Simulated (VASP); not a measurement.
Runs of VASP 6.6.1 on AlNi. The structure is that of space group Pm-3m (No. 221), or close to it. The cells are those of the table. 

```csv
cell,further INCAR settings,gap on the mesh (eV),pressure (GPa)
"a = 2.954, b = 2.954, c = 3.022 Å, 2 atoms",ALGO = Fast; EDIFF = 1e-06; NBANDS = 14,none,-15.8
"a = 3.001, b = 3.001, c = 3.022 Å, 2 atoms",ALGO = Fast; EDIFF = 1e-06; NBANDS = 14,none,(b)
"a = 3.001, b = 3.001, c = 2.869 Å, 2 atoms",ALGO = Fast; EDIFF = 1e-06; NBANDS = 14,none,(a)
"a = 2.906, b = 2.906, c = 3.098 Å, 2 atoms",ALGO = Fast; EDIFF = 1e-06; NBANDS = 14,none,-14.8
"a = 2.858, b = 2.858, c = 3.098 Å, 2 atoms",ALGO = Fast; EDIFF = 1e-06; NBANDS = 14,none,-10.9
"a = 3.001, b = 3.001, c = 2.945 Å, 2 atoms",ALGO = Fast; EDIFF = 1e-06; NBANDS = 14,none,-16.4
"a = 2.954, b = 2.954, c = 2.945 Å, 2 atoms",ALGO = Fast; EDIFF = 1e-06; NBANDS = 14,none,-13.1
"a = 3.001, b = 3.001, c = 3.098 Å, 2 atoms",ALGO = Fast; EDIFF = 1e-07; NBANDS = 14,none,-20.4
"a = 2.906, b = 2.906, c = 3.022 Å, 2 atoms",ALGO = Fast; EDIFF = 1e-07; NBANDS = 14,none,(c)
"a = 2.954, b = 2.954, c = 3.098 Å, 2 atoms",ALGO = Fast; EDIFF = 1e-06; NBANDS = 14,none,-18.0
```

Alike in all rows: task single point; level PBEsol; potentials or basis VASP PAW PBE potentials, release 64 (Al, Ni); no spin polarisation; k mesh 16 × 16 × 16; cutoff (eV) 520; smearing gaussian 0.15 eV.

Fill in the values left out.

(a) -13.5; (b) -18.7; (c) -11.9.

Caveats: the cell stands under tension; the PAW data sets were made with another functional, which shifts forces and pressure a little.

A gap of «none» marks levels without a gap at the run's occupations.
